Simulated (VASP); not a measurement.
Runs of VASP 6.6.1 on LiCl. The structure is that of space group Fm-3m (No. 225), or close to it. The cells are those of the table. 

```csv
level,cell,k mesh,smearing,grid for exact exchange (PRECFOCK),share of exact exchange,screening parameter,gap on the mesh (eV)
PBE,"a = 3.604, b = 3.604, c = 3.510 Å, angles 60.9, 60.9, 58.3°, 2 atoms",8 × 8 × 8,fermi-dirac 0.02 eV,-,-,-,6.54
HSE06,"a = 3.684 Å, angles 60.0°, 2 atoms",6 × 6 × 6,gaussian 0.01 eV,Normal,0.25,0.2079 1/Å,7.46
r2SCAN,"a = 3.604, b = 3.604, c = 3.510 Å, angles 60.9, 60.9, 58.3°, 2 atoms",8 × 8 × 8,gaussian 0.01 eV,-,-,-,7.50
HSE06,"a = 3.604, b = 3.604, c = 3.510 Å, angles 60.9, 60.9, 58.3°, 2 atoms",6 × 6 × 6,gaussian 0.01 eV,Normal,0.25,0.2079 1/Å,(a)
```

Alike in all rows: task single point; potentials or basis VASP PAW PBE potentials, release 64 (Li_sv, Cl); no spin polarisation; cutoff (eV) 520.

Task: Fill in the values left out.

Result: (a) 7.94.

A k mesh can miss the band edges.
